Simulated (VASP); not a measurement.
# SnO (P4/nmm) in VASP: notebook, part 2 of 2

VASP 6.6.1.

### Step 3. Single point, r2SCAN (strain +1.0%)

The input, POSCAR:

```
SnO
1.0
    3.8305139423      0.0000000000      0.0000000000
    0.0000000000      3.8305139423      0.0000000000
    0.0000000000      0.0000000000      4.8059711001
Sn O
2 2
Direct
    0.0000000000      0.5000000000      0.2364286208
    0.5000000000      0.0000000000      0.7635713792
    0.5000000000      0.5000000000      0.0000000000
    0.0000000000      0.0000000000      0.0000000000
```

The input, INCAR.step1:

```
ALGO = Normal
EDIFF = 1E-5
ENCUT = 660
GGA = PE
GGA_COMPAT = False
ISMEAR = 0
LASPH = True
LCHARG = False
LREAL = False
LWAVE = True
NBANDS = 28
NELM = 120
PREC = Accurate
SIGMA = 0.01
```

The input, INCAR.step2:

```
ALGO = Normal
EDIFF = 1E-6
ENCUT = 660
GGA_COMPAT = False
ISIF = 2
ISMEAR = 0
ISTART = 1
LASPH = True
LCHARG = False
LMIXTAU = True
LREAL = False
LWAVE = False
METAGGA = R2SCAN
NBANDS = 28
NELM = 120
PREC = Accurate
SIGMA = 0.01
```

The input, KPOINTS:

```
k-points
0
Gamma
  6 6 6
```

Potentials or basis: VASP PAW PBE potentials, release 64 (Sn_d, O).

On the command line:

```bash
$ cat potpaw_PBE.64/Sn_d/POTCAR potpaw_PBE.64/O/POTCAR > POTCAR
$ cp INCAR.step1 INCAR
$ mpirun -np 1 vasp_std > vasp.out
$ cp INCAR.step2 INCAR
$ mpirun -np 1 vasp_std > vasp.out
```

OUTCAR:

```text
EDIFF = 1E-6
   ENCUT = 660
   ISIF = 2
   ISMEAR = 0
   ISTART = 1
   LASPH = True
   LREAL = False
   METAGGA = R2SCAN
   NELM = 120
   PREC = Accurate

 ion  position               nearest neighbor table
   1  0.000  0.500  0.236-   3 2.23   4 2.23   4 2.23   3 2.23   2 3.54   2 3.54   2 3.54   2 3.54
                             2 3.71   2 3.71   2 3.71   2 3.71
   2  0.500  0.000  0.764-   3 2.23   4 2.23   3 2.23   4 2.23   1 3.54   1 3.54   1 3.54   1 3.54
                             1 3.71   1 3.71   1 3.71   1 3.71
   3  0.500  0.500  0.000-   1 2.23   2 2.23   2 2.23   1 2.23
   4  0.000  0.000  0.000-   1 2.23   2 2.23   1 2.23   2 2.23

  LATTYP: Found a simple tetragonal cell.
 ALAT       =     3.8305139423
 C/A-ratio  =     1.2546543812

  Lattice vectors:

 A1 = (   3.8305139423,   0.0000000000,   0.0000000000)
 A2 = (   0.0000000000,   3.8305139423,   0.0000000000)
 A3 = (   0.0000000000,   0.0000000000,   4.8059711001)

Analysis of symmetry for initial positions (statically):
=====================================================================
 Subroutine PRICEL returns:
 Original cell was already a primitive cell.

[... 169 lines left out ...]
  ext. energy  EPLUGINS =         0.00000000
  ---------------------------------------------------
  free energy    TOTEN  =       -66.91333736 eV

  energy without entropy =      -66.91333736  energy(sigma->0) =      -66.91333736

 E-fermi :   7.0963     XC(G=0): -10.8974

 val. band max:        7.0022340074   @ k =   0.0000   0.0000   0.0000
 cond. band min:       7.3211060058   @ k =   0.5000   0.5000   0.0000
 fundamental gap:      0.3188719984
 Fermi energy:         7.0963055003

 k-point     1 :       0.0000    0.0000    0.0000
  band No.  band energies     occupation
      1     -15.8757      2.00000
      2     -15.3121      2.00000
      3     -15.3091      2.00000
      4     -15.3091      2.00000
      5     -15.2603      2.00000
      6     -15.2417      2.00000
[... 733 lines left out ...]
     27      16.7699      0.00000
     28      16.7699      0.00000

 [... further k-points ...]
[... 5 lines left out ...]
  --------------------------------------------------------------------------------------
  -------------------------------------------------------------------------------------
  Total       -0.1442932     -0.1442932      0.4629355      0.0000000     -0.0000000      0.0000000
  in kB       -3.2783946     -3.2783946     10.5180640      0.0000000     -0.0000000      0.0000000
  external PRESSURE =       1.3204250 kB  Pullay stress =       0.0000000 kB

 VOLUME and BASIS-vectors are now :
 -----------------------------------------------------------------------------
  energy-cutoff  :      660.00
  volume of cell :       70.52
      direct lattice vectors                 reciprocal lattice vectors
     3.830513942  0.000000000  0.000000000     0.261061574  0.000000000  0.000000000
     0.000000000  3.830513942  0.000000000     0.000000000  0.261061574  0.000000000
     0.000000000  0.000000000  4.805971100     0.000000000  0.000000000  0.208074493

 POSITION                                       TOTAL-FORCE (eV/Angst)
 -----------------------------------------------------------------------------------
      0.00000      1.91526      1.13627         0.000000      0.000000      0.122172
      1.91526      0.00000      3.66970         0.000000      0.000000     -0.122172
      1.91526      1.91526      0.00000         0.000000      0.000000      0.000000
      0.00000      0.00000      0.00000         0.000000     -0.000000      0.000000
 -----------------------------------------------------------------------------------
    total drift:                                0.000000     -0.000000      0.000000

  FREE ENERGIE OF THE ION-ELECTRON SYSTEM (eV)
  ---------------------------------------------------
  free  energy   TOTEN  =       -66.9133373638 eV

  energy  without entropy=      -66.9133373638  energy(sigma->0) =      -66.91333736
```

OUTCAR.step1:

```text
EDIFF = 1E-5
   ENCUT = 660
   GGA = PE
   ISMEAR = 0
[... 977 lines left out ...]
      0.00000      1.91526      1.13627         0.000000     -0.000000      0.547550
      1.91526      0.00000      3.66970         0.000000     -0.000000     -0.547550
      1.91526      1.91526      0.00000        -0.000000      0.000000      0.000000
      0.00000      0.00000      0.00000         0.000000     -0.000000      0.000000
 -----------------------------------------------------------------------------------
    total drift:                                0.000000     -0.000000     -0.000000

  FREE ENERGIE OF THE ION-ELECTRON SYSTEM (eV)
  ---------------------------------------------------
  free  energy   TOTEN  =       -22.6869624926 eV

  energy  without entropy=      -22.6869624926  energy(sigma->0) =      -22.68696249
```

OSZICAR.step1:

```text
N       E                     dE             d eps       ncg     rms          rms(c)
DAV:   1     0.455096670554E+03    0.45510E+03   -0.22683E+04  2296   0.251E+03
DAV:   2     0.459737141916E+02   -0.40912E+03   -0.39287E+03  2308   0.597E+02
DAV:   3    -0.227182652945E+02   -0.68692E+02   -0.67236E+02  2556   0.193E+02
DAV:   4    -0.262912850864E+02   -0.35730E+01   -0.35538E+01  2592   0.459E+01
DAV:   5    -0.263701286327E+02   -0.78844E-01   -0.78830E-01  2448   0.750E+00    0.117E+01
DAV:   6    -0.227166354188E+02    0.36535E+01   -0.16654E+01  3588   0.446E+01    0.495E+00
DAV:   7    -0.227060503084E+02    0.10585E-01   -0.20079E+00  2656   0.867E+00    0.247E+00
DAV:   8    -0.226932593747E+02    0.12791E-01   -0.27747E-01  2936   0.362E+00    0.804E-01
DAV:   9    -0.226859909856E+02    0.72684E-02   -0.43474E-02  3560   0.220E+00    0.238E-01
DAV:  10    -0.226871788599E+02   -0.11879E-02   -0.64914E-03  2988   0.724E-01    0.124E-01
DAV:  11    -0.226869417075E+02    0.23715E-03   -0.15616E-03  3388   0.374E-01    0.223E-02
DAV:  12    -0.226869688736E+02   -0.27166E-04   -0.20720E-04  2316   0.835E-02    0.308E-02
DAV:  13    -0.226869624926E+02    0.63810E-05   -0.37910E-05  2032   0.601E-02
   1 F= -.22686962E+02 E0= -.22686962E+02  d E =-.134594E-38
```

Wall time 7.1 min (1 thread of Intel Xeon 8259CL, shared host); peak memory 0.26 GiB.

Results:

* Free energy: -66.9133 eV
* Pressure: 0.1 GPa
* Largest force: 0.122 eV/Å
* Band gap on the k mesh: 0.32 eV, indirect (least direct gap 2.31 eV)

Forces in eV/Å, atoms in the order of the input:
```
Sn   0.000  0.000  0.122
Sn   0.000  0.000 -0.122
O    0.000  0.000  0.000
O    0.000  0.000  0.000
```

Caveat: the cell differs from its parent crystal (strain +1.0%); the PAW data sets were made with another functional, which shifts forces and pressure a little; spin-orbit coupling is left out, which moves the levels of the heavy elements.
